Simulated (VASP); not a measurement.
# Ag (R-3m) in VASP: a series of runs, part 2 of 2

VASP 6.6.1. Earlier steps stand in the parts before.

### 3 Single point, r2SCAN

Input file POSCAR:

```
Ag
1.0
    1.5822930000      0.9135410000      2.0432610000
   -1.5822930000      0.9135410000      2.0432610000
    0.0000000000     -1.8270720000      2.0432610000
Ag
1
Direct
    0.0000000000      0.0000000000      0.0000000000
```

Input file INCAR.step1:

```
SYSTEM = Ag
ALGO = Normal ; EDIFF = 1E-4
ENCUT = 520 ; GGA = PE
ISMEAR = 1 ; LASPH = .TRUE.
LCHARG = .FALSE. ; LREAL = .FALSE.
LWAVE = .TRUE. ; NBANDS = 12
NELM = 80 ; PREC = Accurate
SIGMA = 0.2802
```

Input file INCAR.step2:

```
SYSTEM = Ag
ALGO = Normal ; EDIFF = 1E-7
ENCUT = 520 ; ISIF = 2
ISMEAR = 1 ; ISTART = 1
LASPH = .TRUE. ; LCHARG = .FALSE.
LMIXTAU = .TRUE. ; LREAL = .FALSE.
LWAVE = .FALSE. ; METAGGA = R2SCAN
NBANDS = 12 ; NELM = 80
PREC = Accurate ; SIGMA = 0.2802
```

Input file KPOINTS:

```
k-points
0
G
  7 7 7
  0 0 0
```

Potentials or basis: VASP PAW PBE potentials, release 64 (Ag).

Launch:

```console
> cat potpaw_PBE.64/Ag/POTCAR > POTCAR
> cp INCAR.step1 INCAR
> mpirun -np 1 vasp_std > vasp.out
> cp INCAR.step2 INCAR
> mpirun -np 1 vasp_std > vasp.out
```

OUTCAR:

```text
SYSTEM = Ag
   EDIFF = 1E-7
   ENCUT = 520
   ISIF = 2
   ISMEAR = 1
   ISTART = 1
   LASPH = .TRUE.
   LREAL = .FALSE.
   METAGGA = R2SCAN
   NELM = 80
   PREC = Accurate

 ion  position               nearest neighbor table
   1  0.000  0.000  0.000-

  LATTYP: Found a trigonal (rhomboedric) cell.
 ALAT       =     2.7410048536
 COS(alpha) =     0.3335247891

  Lattice vectors:

 A1 = (   1.5822930000,   0.9135410000,   2.0432610000)
 A2 = (  -1.5822930000,   0.9135410000,   2.0432610000)
 A3 = (   0.0000000000,  -1.8270720000,   2.0432610000)

Analysis of symmetry for initial positions (statically):
=====================================================================
 Subroutine PRICEL returns:
 Original cell was already a primitive cell.

 Routine SETGRP: Setting up the symmetry group for a
 trigonal (rhombohedral) supercell.

 Subroutine GETGRP returns: Found 12 space group operations
 (whereof 12 operations were pure point group operations)
 out of a pool of 12 trial point group operations.

The static configuration has the point symmetry D_3d.

Analysis of symmetry for dynamics (positions and initial velocities):
=====================================================================
 Subroutine PRICEL returns:
 Original cell was already a primitive cell.

 Routine SETGRP: Setting up the symmetry group for a
 trigonal (rhombohedral) supercell.

 Subroutine GETGRP returns: Found 12 space group operations
 (whereof 12 operations were pure point group operations)
 out of a pool of 12 trial point group operations.

The dynamic configuration has the point symmetry D_3d.

 Subroutine INISYM returns: Found 12 space group operations
 (whereof 12 operations are pure point group operations),
 and found     1 'primitive' translations

----------------------------------------------------------------------------------------

                                     Primitive cell

  volume of cell :      17.7210

  direct lattice vectors                    reciprocal lattice vectors
     1.582293000  0.913541000  2.043261000     0.315997100  0.182440936  0.163137614
    -1.582293000  0.913541000  2.043261000    -0.315997100  0.182440936  0.163137614
     0.000000000 -1.827072000  2.043261000     0.000000000 -0.364881871  0.163138507

  length of vectors
     2.741007809  2.741007809  2.741004854     0.399690810  0.399690810  0.399691071

  position of ions in fractional coordinates (direct lattice)
     0.000000000  0.000000000  0.000000000

  ion indices of the primitive-cell ions
   primitive index   ion index
                 1           1

----------------------------------------------------------------------------------------

 KPOINTS: k-points

Automatic generation of k-mesh.
 Grid dimensions read from file:
 generate k-points for:    7    7    7

 Generating k-lattice:

  Cartesian coordinates                     Fractional coordinates (reciprocal lattice)
     0.045142443  0.026062991  0.023305373     0.142857143 -0.000000000 -0.000000000
    -0.045142443  0.026062991  0.023305373    -0.000000000  0.142857143 -0.000000000
     0.000000000 -0.052125982  0.023305501     0.000000000  0.000000000  0.142857143

  Length of vectors
     0.057098687  0.057098687  0.057098724

  Shift w.r.t. Gamma in fractional coordinates (k-lattice)
     0.000000000  0.000000000  0.000000000

 Subroutine IBZKPT returns following result:
 ===========================================

 Found     44 irreducible k-points:

 Following reciprocal coordinates:
            Coordinates               Weight
  0.000000  0.000000  0.000000      1.000000
  0.142857  0.000000  0.000000      6.000000
  0.285714  0.000000  0.000000      6.000000
  0.428571  0.000000  0.000000      6.000000
  0.142857  0.142857  0.000000      6.000000
  0.285714  0.142857  0.000000     12.000000
[... 16 lines left out ...]
  0.285714  0.285714  0.142857      6.000000
  0.428571  0.285714  0.142857     12.000000
 [... further k-points ...]
   k-points           NKPTS =     44   k-points in BZ     NKDIM =     44   number of bands    NBANDS=     12
   number of dos      NEDOS =    301   number of ions     NIONS =      1
   total plane-waves  NPLWV =   8000
   dimension x,y,z NGX =    20 NGY =   20 NGZ =   20
   dimension x,y,z NGXF=    40 NGYF=   40 NGZF=   40
   ions per type =               1
   NGX,Y,Z   is equivalent  to a cutoff of  12.13, 12.13, 12.13 a.u.
   NGXF,Y,Z  is equivalent  to a cutoff of  24.26, 24.26, 24.26 a.u.
 SYSTEM =  Ag
   PREC   = accura    normal or accurate (medium, high low for compatibility)
   ISTART =      1    job   : 0-new  1-cont  2-samecut
   ICHARG =      0    charge: 1-file 2-atom 10-const
   ISPIN  =      1    spin polarized calculation?
   LNONCOLLINEAR =      F non collinear calculations
   LSORBIT =      F    spin-orbit coupling
   LASPH  =      T    aspherical Exc in radial PAW
   ENCUT  =  520.0 eV  38.22 Ry    6.18 a.u.   5.10  5.10  5.10*2*pi/ulx,y,z
   NELM   =     80;   NELMIN=  2; NELMDL=  0     # of ELM steps
   EDIFF  = 0.1E-06   stopping-criterion for ELM
   LREAL  =      F    real-space projection
   EDIFFG = 0.1E-05   stopping-criterion for IOM
   NSW    =      0    number of steps for IOM
   IBRION =     -1    ionic relax: 0-MD 1-quasi-New 2-CG
   NFREE  =      0    steps in history (QN), initial steepest desc. (CG)
   ISIF   =      2    stress and relaxation
   ISYM   =      2    0-nonsym 1-usesym 2-fastsym
   POTIM  = 0.5000    time-step for ionic-motion
   TEBEG  =    0.0;   TEEND  =   0.0 temperature during run
   PSTRESS=    0.0 pullay stress
   NELECT =      11.0000    total number of electrons
   NUPDOWN=      -1.0000    fix difference up-down
   EMIN   =  10.00;   EMAX   =-10.00  energy-range for DOS
   EFERMI =   0.00;   METHOD = LEGACY
   ISMEAR =     1;   SIGMA  =   0.28  broadening in eV -4-tet -1-fermi 0-gaus
   EFERMI_NEDOS =   21; number of points for ismear=-14 and -15
   IALGO  =     38    algorithm
   IMIX   =      4    mixing-type and parameters
     AMIX     =   0.40;   BMIX     =  1.00
     AMIX_MAG =   1.60;   BMIX_MAG =  1.00
  volume/ion in A,a.u.               =      17.72       119.59
  Fermi-wavevector in a.u.,A,eV,Ry     =   1.396506  2.639014 26.534489  1.950230
  Thomas-Fermi vector in A             =   2.519854
   LORBIT       =      0    0 simple, 1 ext, 2 COOP (PROOUT), +10 PAW based schemes
   METAGGA = R2SCAN    functional components
   LHFCALC =     F    Hartree Fock is set to
   AEXX    =    0.0000 exact exchange contribution
   IVDW    =     0    specifies the selected vdW correction
   LEPSILON=     F    determine dielectric tensor
   LRPA    =     F    only Hartree local field effects (RPA)
 non-spin polarized calculation
 Methfessel and Paxton  Order N= 1 SIGMA  =   0.28
  energy-cutoff  :      520.00
  volume of cell :       17.72
 maximum number of plane-waves:       488
   NGX = 11   NGY = 11   NGZ = 11

 number of electron      11.0000001 magnetization

 Free energy of the ion-electron system (eV)
  ---------------------------------------------------
  ext. energy  EPLUGINS =         0.00000000
  ---------------------------------------------------
  free energy    TOTEN  =       -21.21819340 eV

  energy without entropy =      -21.21419803  energy(sigma->0) =      -21.21686161

 E-fermi :   8.0324     XC(G=0): -12.6625

 val. band max:        8.0319313433   @ k =  -0.4286   0.1429   0.0000
 cond. band min:       8.0893169828   @ k =   0.4286   0.4286   0.2857
 fundamental gap:      0.0573856395
 Fermi energy:         8.0324173271

 k-point     1 :       0.0000    0.0000    0.0000
  band No.  band energies     occupation
      1       0.2604      2.00000
      2       2.0770      2.00000
      3       2.0770      2.00000
      4       3.8911      2.00000
      5       4.1599      2.00000
      6       4.1599      2.00000
      7      23.6424      0.00000
      8      25.6866      0.00000
      9      25.6867      0.00000
     10      31.4783      0.00000
     11      31.4783      0.00000
     12      31.7350      0.00000
[... 331 lines left out ...]
 k-point    24 :       0.4286    0.2857    0.1429
  band No.  band energies     occupation
      1       2.1192      2.00000
      2       2.2967      2.00000
      3       3.2652      2.00000
      4       3.6960      2.00000
      5       4.0065      2.00000
      6       6.8417      2.00000
      7      16.6302      0.00000
      8      22.2310      0.00000
      9      23.8660      0.00000
     10      25.7873      0.00000
     11      29.1169      0.00000
     12      31.8194      0.00000

 [... further k-points ...]
[... 5 lines left out ...]
  --------------------------------------------------------------------------------------
  -------------------------------------------------------------------------------------
  Total       -0.2171336     -0.2171338      1.3580939      0.0000000      0.0000022      0.0000000
  in kB      -19.6313086    -19.6313248    122.7868665      0.0000000      0.0002003      0.0000000
  external PRESSURE =      27.8414110 kB  Pullay stress =       0.0000000 kB

 VOLUME and BASIS-vectors are now :
 -----------------------------------------------------------------------------
  energy-cutoff  :      520.00
  volume of cell :       17.72
      direct lattice vectors                 reciprocal lattice vectors
     1.582293000  0.913541000  2.043261000     0.315997100  0.182440936  0.163137614
    -1.582293000  0.913541000  2.043261000    -0.315997100  0.182440936  0.163137614
     0.000000000 -1.827072000  2.043261000     0.000000000 -0.364881871  0.163138507

 POSITION                                       TOTAL-FORCE (eV/Angst)
 -----------------------------------------------------------------------------------
      0.00000      0.00000      0.00000        -0.000000      0.000000     -0.000000
 -----------------------------------------------------------------------------------
    total drift:                               -0.000000      0.000000     -0.000000

  FREE ENERGIE OF THE ION-ELECTRON SYSTEM (eV)
  ---------------------------------------------------
  free  energy   TOTEN  =       -21.2181934047 eV

  energy  without entropy=      -21.2141980287  energy(sigma->0) =      -21.21686161
```

Run time: 22 s. Hardware: 1 thread of AMD EPYC 7R13 (Zen 3), shared host; peak memory 0.1 GiB.

Results:

| Quantity | Value |
| --- | --- |
| Free energy | -21.2182 eV |
| Pressure | 2.8 GPa |

Levels at points of the mesh, in eV from the Fermi level:
```
           k point  band 3  band 4  band 5  band 6  band 7  band 8  band 9  band 10
(0.00, 0.00, 0.00)   -5.96   -4.14   -3.87   -3.87   15.61   17.65   17.65    23.45
```

Caveat: the PAW data sets were made with another functional, which shifts forces and pressure a little.
